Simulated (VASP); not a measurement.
# TaN (Fmmm) in VASP: notebook

Runs on TaN. Level: PBE. Tasks: single point.

All numbers are computed with VASP 6.6.1; they aren't measurements. Logs are shortened: lines on timing, memory, paths and dates and some standing lists are left out, and cuts for length are marked.

## 1. The cell of the first run

Symmetry: Fmmm, No. 69, orthorhombic system. The conventional cell has a = 3.922 Å, b = 4.358 Å, c = 4.794 Å, α = 90.00°, β = 90.00°, γ = 90.00°. Within 2.6 Å of Ta (site symmetry mmm) lie 6 N at 1.96 to 2.40 Å. Within 2.6 Å of N (site symmetry mmm) lie 6 Ta at 1.96 to 2.40 Å.

## 2. Single point, PBE (strain -0.1000 x Voigt [1, -1, 0, 0, 0, 0])

File INCAR:

```
SYSTEM = TaN
PREC = Accurate ; ENCUT = 520
EDIFF = 1E-7 ; ISMEAR = 0
SIGMA = 0.02 ; LREAL = .False.
LASPH = .True. ; NELM = 60
ALGO = Normal ; ISIF = 2
LWAVE = .False. ; LCHARG = .False.
GGA = PE ; NBANDS = 15
```

File KPOINTS:

```
Automatic mesh
0
Gamma
  18 18 18
  0 0 0
```

File POSCAR:

```
TaN
1.0
    0.0000000000      2.3969000000      2.1790000000
    1.9611000000      0.0000000000      2.1790000000
    1.9611000000      2.3969000000      0.0000000000
Ta N
1 1
Direct
    0.5000000000      0.5000000000      0.5000000000
    0.0000000000      0.0000000000      0.0000000000
```

Potentials or basis: VASP PAW PBE potentials, release 64 (Ta_pv, N).

Command:

```console
cat potpaw_PBE.64/Ta_pv/POTCAR potpaw_PBE.64/N/POTCAR > POTCAR
mpirun -np 1 vasp_std > vasp.out
```

OUTCAR:

```text
SYSTEM = TaN
   PREC = Accurate
   ENCUT = 520
   EDIFF = 1E-7
   ISMEAR = 0
   LREAL = .False.
   LASPH = .True.
   NELM = 60
   ISIF = 2
   GGA = PE

 ion  position               nearest neighbor table
   1  0.500  0.500  0.500-   2 1.96   2 1.96   2 2.18   2 2.18   2 2.40   2 2.40
   2  0.000  0.000  0.000-   1 1.96   1 1.96   1 2.18   1 2.18   1 2.40   1 2.40

  LATTYP: Found a face centered orthorhombic cell.
 ALAT       =     3.9222000000
 B/A-ratio  =     1.1111111111
 C/A-ratio  =     1.2222222222

  Lattice vectors:

 A1 = (   0.0000000000,   2.3969000000,  -2.1790000000)
 A2 = (   1.9611000000,   2.3969000000,   0.0000000000)
 A3 = (   1.9611000000,   0.0000000000,  -2.1790000000)

Analysis of symmetry for initial positions (statically):
=====================================================================
 Subroutine PRICEL returns:
 Original cell was already a primitive cell.

 Routine SETGRP: Setting up the symmetry group for a
 face centered orthorhombic supercell.

 Subroutine GETGRP returns: Found  8 space group operations
 (whereof  8 operations were pure point group operations)
 out of a pool of  8 trial point group operations.

The static configuration has the point symmetry D_2h.

Analysis of symmetry for dynamics (positions and initial velocities):
=====================================================================
 Subroutine PRICEL returns:
 Original cell was already a primitive cell.

 Routine SETGRP: Setting up the symmetry group for a
 face centered orthorhombic supercell.

 Subroutine GETGRP returns: Found  8 space group operations
 (whereof  8 operations were pure point group operations)
 out of a pool of  8 trial point group operations.

The dynamic configuration has the point symmetry D_2h.

 Subroutine INISYM returns: Found  8 space group operations
 (whereof  8 operations are pure point group operations),
 and found     1 'primitive' translations

----------------------------------------------------------------------------------------

                                     Primitive cell

  volume of cell :      20.4850

  direct lattice vectors                    reciprocal lattice vectors
     0.000000000  2.396900000  2.179000000    -0.254958952  0.208602779  0.229463056
     1.961100000  0.000000000  2.179000000     0.254958952 -0.208602779  0.229463056
     1.961100000  2.396900000  0.000000000     0.254958952  0.208602779 -0.229463056

  length of vectors
     3.239316380  2.931544680  3.096940881     0.401462925  0.401462925  0.401462925

  position of ions in fractional coordinates (direct lattice)
     0.500000000  0.500000000  0.500000000
     0.000000000  0.000000000  0.000000000

  ion indices of the primitive-cell ions
   primitive index   ion index
                 1           1
                 2           2

----------------------------------------------------------------------------------------

 KPOINTS: Automatic mesh

Automatic generation of k-mesh.
 Grid dimensions read from file:
 generate k-points for:   18   18   18

 Generating k-lattice:

  Cartesian coordinates                     Fractional coordinates (reciprocal lattice)
    -0.014164386  0.011589043  0.012747948     0.055555556  0.000000000  0.000000000
     0.014164386 -0.011589043  0.012747948     0.000000000  0.055555556 -0.000000000
     0.014164386  0.011589043 -0.012747948     0.000000000 -0.000000000  0.055555556

  Length of vectors
     0.022303496  0.022303496  0.022303496

  Shift w.r.t. Gamma in fractional coordinates (k-lattice)
     0.000000000  0.000000000  0.000000000

 Subroutine IBZKPT returns following result:
 ===========================================

 Found    865 irreducible k-points:

 Following reciprocal coordinates:
            Coordinates               Weight
  0.000000  0.000000  0.000000      1.000000
  0.055556 -0.000000  0.000000      8.000000
  0.111111 -0.000000  0.000000      8.000000
  0.166667  0.000000  0.000000      8.000000
  0.222222  0.000000  0.000000      8.000000
  0.277778  0.000000  0.000000      8.000000
[... 16 lines left out ...]
 -0.277778  0.055556 -0.000000      8.000000
 -0.222222  0.055556  0.000000      8.000000
 [... further k-points ...]
   k-points           NKPTS =    865   k-points in BZ     NKDIM =    865   number of bands    NBANDS=     15
   number of dos      NEDOS =    301   number of ions     NIONS =      2
   total plane-waves  NPLWV =  13824
   dimension x,y,z NGX =    24 NGY =   24 NGZ =   24
   dimension x,y,z NGXF=    48 NGYF=   48 NGZF=   48
   ions per type =               1   1
   NGX,Y,Z   is equivalent  to a cutoff of  12.32, 13.61, 12.88 a.u.
   NGXF,Y,Z  is equivalent  to a cutoff of  24.63, 27.22, 25.77 a.u.
 SYSTEM =  TaN
   PREC   = accura    normal or accurate (medium, high low for compatibility)
   ISTART =      0    job   : 0-new  1-cont  2-samecut
   ICHARG =      2    charge: 1-file 2-atom 10-const
   ISPIN  =      1    spin polarized calculation?
   LNONCOLLINEAR =      F non collinear calculations
   LSORBIT =      F    spin-orbit coupling
   LASPH  =      T    aspherical Exc in radial PAW
   ENCUT  =  520.0 eV  38.22 Ry    6.18 a.u.   6.02  5.45  5.76*2*pi/ulx,y,z
   NELM   =     60;   NELMIN=  2; NELMDL= -5     # of ELM steps
   EDIFF  = 0.1E-06   stopping-criterion for ELM
   LREAL  =      F    real-space projection
   EDIFFG = 0.1E-05   stopping-criterion for IOM
   NSW    =      0    number of steps for IOM
   IBRION =     -1    ionic relax: 0-MD 1-quasi-New 2-CG
   NFREE  =      0    steps in history (QN), initial steepest desc. (CG)
   ISIF   =      2    stress and relaxation
   ISYM   =      2    0-nonsym 1-usesym 2-fastsym
   POTIM  = 0.5000    time-step for ionic-motion
   TEBEG  =    0.0;   TEEND  =   0.0 temperature during run
   PSTRESS=    0.0 pullay stress
   NELECT =      16.0000    total number of electrons
   NUPDOWN=      -1.0000    fix difference up-down
   EMIN   =  10.00;   EMAX   =-10.00  energy-range for DOS
   EFERMI =   0.00;   METHOD = LEGACY
   ISMEAR =     0;   SIGMA  =   0.02  broadening in eV -4-tet -1-fermi 0-gaus
   EFERMI_NEDOS =   21; number of points for ismear=-14 and -15
   IALGO  =     38    algorithm
   IMIX   =      4    mixing-type and parameters
     AMIX     =   0.40;   BMIX     =  1.00
     AMIX_MAG =   1.60;   BMIX_MAG =  1.00
  volume/ion in A,a.u.               =      10.24        69.12
  Fermi-wavevector in a.u.,A,eV,Ry     =   1.507657  2.849059 30.926443  2.273029
  Thomas-Fermi vector in A             =   2.618214
   LORBIT       =      0    0 simple, 1 ext, 2 COOP (PROOUT), +10 PAW based schemes
   GGA     = PE    functional components
   LHFCALC =     F    Hartree Fock is set to
   AEXX    =    0.0000 exact exchange contribution
   IVDW    =     0    specifies the selected vdW correction
   LEPSILON=     F    determine dielectric tensor
   LRPA    =     F    only Hartree local field effects (RPA)
 non-spin polarized calculation
 Gauss-broadening in eV      SIGMA  =   0.02
  energy-cutoff  :      520.00
  volume of cell :       20.49
 maximum number of plane-waves:       574
   NGX = 11   NGY = 11   NGZ = 11

 number of electron      15.9999998 magnetization

 Free energy of the ion-electron system (eV)
  ---------------------------------------------------
  ext. energy  EPLUGINS =         0.00000000
  ---------------------------------------------------
  free energy    TOTEN  =       -20.88715773 eV

  energy without entropy =      -20.88699399  energy(sigma->0) =      -20.88707586

 E-fermi :   9.8497     XC(G=0): -13.5956

 val. band max:        9.8452555284   @ k =   0.3333   0.0556   0.0556
 cond. band min:       9.8503418200   @ k =  -0.0556   0.2222   0.2778
 fundamental gap:      0.0050862916
 Fermi energy:         9.8496988054

 k-point     1 :       0.0000    0.0000    0.0000
  band No.  band energies     occupation
      1     -25.6905      2.00000
      2     -25.6599      2.00000
      3     -25.5968      2.00000
      4      -9.3510      2.00000
      5       5.5974      2.00000
      6       5.8205      2.00000
      7       6.6359      2.00000
      8       6.7390      2.00000
      9       7.4435      2.00000
     10       8.0411      2.00000
     11       9.1975      2.00000
     12       9.9324      0.00000
     13      15.2503      0.00000
     14      19.7660      0.00000
     15      22.5918      0.00000

 k-point     2 :       0.0556   -0.0000    0.0000
  band No.  band energies     occupation
      1     -25.7118      2.00000
      2     -25.6675      2.00000
      3     -25.6087      2.00000
      4      -9.2629      2.00000
      5       5.1896      2.00000
      6       5.3902      2.00000
      7       6.2957      2.00000
      8       7.0743      2.00000
      9       7.7829      2.00000
     10       8.2526      2.00000
     11       9.2425      2.00000
     12      10.2796      0.00000
     13      15.4933      0.00000
     14      20.0141      0.00000
     15      22.5917      0.00000

 k-point     3 :       0.1111   -0.0000    0.0000
  band No.  band energies     occupation
      1     -25.7987      2.00000
      2     -25.6807      2.00000
      3     -25.6245      2.00000
      4      -9.0063      2.00000
      5       4.3560      2.00000
      6       4.6771      2.00000
      7       5.5794      2.00000
      8       7.6095      2.00000
      9       8.2146      2.00000
     10       8.8853      2.00000
     11       9.4264      2.00000
     12      11.1349      0.00000
     13      16.1486      0.00000
     14      20.7026      0.00000
     15      22.5913      0.00000
[... 343 lines left out ...]
 k-point    23 :      -0.2778    0.0556   -0.0000
  band No.  band energies     occupation
      1     -26.3510      2.00000
      2     -25.7860      2.00000
      3     -25.6518      2.00000
      4      -7.2120      2.00000
      5       1.2536      2.00000
      6       2.5532      2.00000
      7       2.8508      2.00000
      8       9.4848      2.00000
      9      10.1714      0.00000
     10      11.0983      0.00000
     11      12.8624      0.00000
     12      13.9055      0.00000
     13      19.0624      0.00000
     14      22.5603      0.00000
     15      22.8024      0.00000

 k-point    24 :      -0.2222    0.0556    0.0000
  band No.  band energies     occupation
      1     -26.1758      2.00000
      2     -25.7515      2.00000
      3     -25.6543      2.00000
      4      -7.8039      2.00000
      5       2.1272      2.00000
      6       3.1266      2.00000
      7       3.4224      2.00000
      8       9.1408      2.00000
      9       9.3780      2.00000
     10      10.2564      0.00000
     11      11.9762      0.00000
     12      12.7782      0.00000
     13      18.8060      0.00000
     14      22.5702      0.00000
     15      22.7413      0.00000

 [... further k-points ...]
[... 5 lines left out ...]
  --------------------------------------------------------------------------------------
  -------------------------------------------------------------------------------------
  Total       16.8037080     -0.3977299      1.9936486      0.0000000      0.0000000      0.0000000
  in kB     1314.2525488    -31.1072706    155.9273593      0.0000000      0.0000000      0.0000000
  external PRESSURE =     479.6908792 kB  Pullay stress =       0.0000000 kB

 VOLUME and BASIS-vectors are now :
 -----------------------------------------------------------------------------
  energy-cutoff  :      520.00
  volume of cell :       20.49
      direct lattice vectors                 reciprocal lattice vectors
     0.000000000  2.396900000  2.179000000    -0.254958952  0.208602779  0.229463056
     1.961100000  0.000000000  2.179000000     0.254958952 -0.208602779  0.229463056
     1.961100000  2.396900000  0.000000000     0.254958952  0.208602779 -0.229463056

 POSITION                                       TOTAL-FORCE (eV/Angst)
 -----------------------------------------------------------------------------------
      1.96110      2.39690      2.17900         0.000000      0.000000      0.000000
      0.00000      0.00000      0.00000         0.000000     -0.000000      0.000000
 -----------------------------------------------------------------------------------
    total drift:                                0.000000     -0.000000     -0.000000

  FREE ENERGIE OF THE ION-ELECTRON SYSTEM (eV)
  ---------------------------------------------------
  free  energy   TOTEN  =       -20.8871577268 eV

  energy  without entropy=      -20.8869939913  energy(sigma->0) =      -20.88707586
```

Run time: 2.7 min. Hardware: 1 thread of Intel Xeon Platinum 8259CL at 2.50GHz (Skylake/Cascade Lake), shared host; peak memory 0.37 GiB.

What came out:

- Free energy: -20.8872 eV
- Pressure: 48.0 GPa
- Band gap on the k mesh: zero (band 8 reaches 11.61 eV, above the bottom of band 9 at 7.44 eV)

Levels at points of the mesh, in eV from the Fermi level:
| k point | band 6 | band 7 | band 8 | band 9 | band 10 | band 11 |
| --- | --- | --- | --- | --- | --- | --- |
| (0.00, 0.00, 0.00) | -4.03 | -3.21 | -3.11 | -2.41 | -1.81 | -0.65 |
| (0.50, 0.00, 0.00) | -8.14 | -8.07 | 1.51 | 3.07 | 3.24 | 3.74 |
| (0.50, 0.50, 0.00) | -5.27 | -4.89 | -3.82 | 0.81 | 2.33 | 5.00 |
| (0.50, 0.00, 0.50) | -5.42 | -4.53 | -3.61 | 1.61 | 3.32 | 4.00 |
| (0.00, 0.50, 0.50) | -5.20 | -5.14 | -5.05 | 2.29 | 2.80 | 4.62 |

Caveat: the cell differs from its parent crystal (strain -0.1000 x Voigt [1, -1, 0, 0, 0, 0]); spin-orbit coupling is left out, which moves the levels of the heavy elements.

## 3. Single point, PBE (strain +0.0875 x Voigt [1, -1, 0, 0, 0, 0])

File INCAR:

```
SYSTEM = TaN
PREC = Accurate
ENCUT = 520
EDIFF = 1E-6
ISMEAR = 0
SIGMA = 0.02
LREAL = .False.
LASPH = .True.
NELM = 100
ALGO = Normal
ISIF = 2
LWAVE = .False.
LCHARG = .False.
GGA = PE
NBANDS = 15
```

File KPOINTS:

```
regular mesh
0
Gamma
  18 18 18
  0 0 0
```

File POSCAR:

```
TaN
1.0
    0.0000000000      1.9883375000      2.1790000000
    2.3696625000      0.0000000000      2.1790000000
    2.3696625000      1.9883375000      0.0000000000
Ta N
1 1
Direct
    0.5000000000      0.5000000000      0.5000000000
    0.0000000000      0.0000000000      0.0000000000
```

Potentials or basis: VASP PAW PBE potentials, release 64 (Ta_pv, N).

Command:

```console
cat potpaw_PBE.64/Ta_pv/POTCAR potpaw_PBE.64/N/POTCAR > POTCAR
mpirun -np 1 vasp_std > vasp.out
```

Run time: 2.4 min. Hardware: 1 thread of Intel Xeon Platinum 8259CL at 2.50GHz (Skylake/Cascade Lake), shared host; peak memory 0.37 GiB.

Results (log left out):

- Free energy: -21.1052 eV
- Pressure: 40.3 GPa
- Band gap on the k mesh: zero (band 8 reaches 11.61 eV, above the bottom of band 9 at 7.76 eV)

Stress tensor (GPa, compression positive):
```
 -5.00   0.00   0.00
  0.00 110.29   0.00
  0.00   0.00  15.55
```

Levels at points of the mesh, in eV from the Fermi level:
| k point | band 6 | band 7 | band 8 | band 9 | band 10 | band 11 |
| --- | --- | --- | --- | --- | --- | --- |
| (0.00, 0.00, 0.00) | -4.01 | -3.26 | -3.11 | -2.10 | -1.90 | -0.88 |
| (0.50, 0.00, 0.00) | -8.07 | -8.00 | 1.53 | 2.83 | 3.05 | 3.77 |
| (0.50, 0.50, 0.00) | -5.37 | -4.90 | -4.00 | 1.01 | 2.50 | 4.85 |
| (0.50, 0.00, 0.50) | -5.40 | -5.17 | -5.01 | 2.24 | 2.93 | 4.49 |
| (0.00, 0.50, 0.50) | -5.46 | -4.54 | -3.81 | 1.73 | 3.33 | 4.00 |

Caveat: the cell differs from its parent crystal (strain +0.0875 x Voigt [1, -1, 0, 0, 0, 0]); spin-orbit coupling is left out, which moves the levels of the heavy elements.

## 4. Single point, PBE (strain +0.0375 x Voigt [1, -1, 0, 0, 0, 0])

File INCAR:

```
SYSTEM = TaN
ALGO = Normal
EDIFF = 1E-6
ENCUT = 520
GGA = PE
ISIF = 2
ISMEAR = 0
LASPH = .TRUE.
LCHARG = .FALSE.
LREAL = .FALSE.
LWAVE = .FALSE.
NBANDS = 15
NELM = 80
PREC = Accurate
SIGMA = 0.02
```

File KPOINTS:

```
k-points
0
G
  18 18 18
  0 0 0
```

File POSCAR:

```
TaN
1.0
    0.0000000000      2.0972875000      2.1790000000
    2.2607125000      0.0000000000      2.1790000000
    2.2607125000      2.0972875000      0.0000000000
Ta N
1 1
Direct
    0.5000000000      0.5000000000      0.5000000000
    0.0000000000      0.0000000000      0.0000000000
```

Command:

```console
cat potpaw_PBE.64/Ta_pv/POTCAR potpaw_PBE.64/N/POTCAR > POTCAR
mpirun -np 1 vasp_std > vasp.out
```

It took 2.3 min on 1 thread of Intel Xeon Platinum 8259CL at 2.50GHz (Skylake/Cascade Lake), shared host; peak memory 0.37 GiB.

The run converged. Its results:

```
Free energy            : -21.6572 eV
Pressure               : 20.0 GPa
Band gap on the k mesh : zero (band 8 reaches 11.60 eV, above the bottom of band 9 at 7.71 eV)
```

Stress tensor (GPa, compression positive):
```
-2.40  0.00  0.00
 0.00 47.03  0.00
 0.00  0.00 15.36
```

Levels at points of the mesh, in eV from the Fermi level:
```tsv
k point	band 4	band 5	band 6	band 7	band 8	band 9	band 10	band 11	band 12	band 13
(0.00, 0.00, 0.00)	-19.12	-4.08	-3.94	-3.71	-2.63	-2.14	-1.69	-0.76	0.22	2.57
(0.50, 0.00, 0.00)	-15.88	-10.62	-7.86	-7.83	1.73	2.18	2.37	3.87	6.90	8.52
(0.50, 0.50, 0.00)	-17.88	-6.71	-5.62	-4.84	-4.50	1.87	3.18	4.21	5.22	7.31
(0.50, 0.00, 0.50)	-17.85	-6.25	-5.73	-4.96	-4.84	2.20	3.40	4.00	5.05	7.57
(0.00, 0.50, 0.50)	-17.91	-7.08	-5.59	-4.62	-4.40	2.09	3.47	3.89	4.80	7.13
```

Caveat: the cell differs from its parent crystal (strain +0.0375 x Voigt [1, -1, 0, 0, 0, 0]); spin-orbit coupling is left out, which moves the levels of the heavy elements.

## 5. The runs side by side

| cell | gap on the mesh (eV) | pressure (GPa) |
| --- | --- | --- |
| a = 3.239, b = 2.932, c = 3.097 Å, angles 64.9, 55.1, 60.0°, 2 atoms | none | 48.0 |
| a = 2.950, b = 3.219, c = 3.093 Å, angles 55.7, 64.3, 60.0°, 2 atoms | none | 40.3 |
| a = 3.024, b = 3.140, c = 3.084 Å, angles 58.1, 61.9, 60.0°, 2 atoms | none | 20.0 |

Alike in all rows: task single point; level PBE; potentials or basis VASP PAW PBE potentials, release 64 (Ta_pv, N); no spin polarisation; k mesh 18 × 18 × 18; cutoff (eV) 520; smearing gaussian 0.02 eV.

Caveats: spin-orbit coupling is left out, which moves the levels of the heavy elements.

Absolute energies hang on the potentials; compare differences alone.
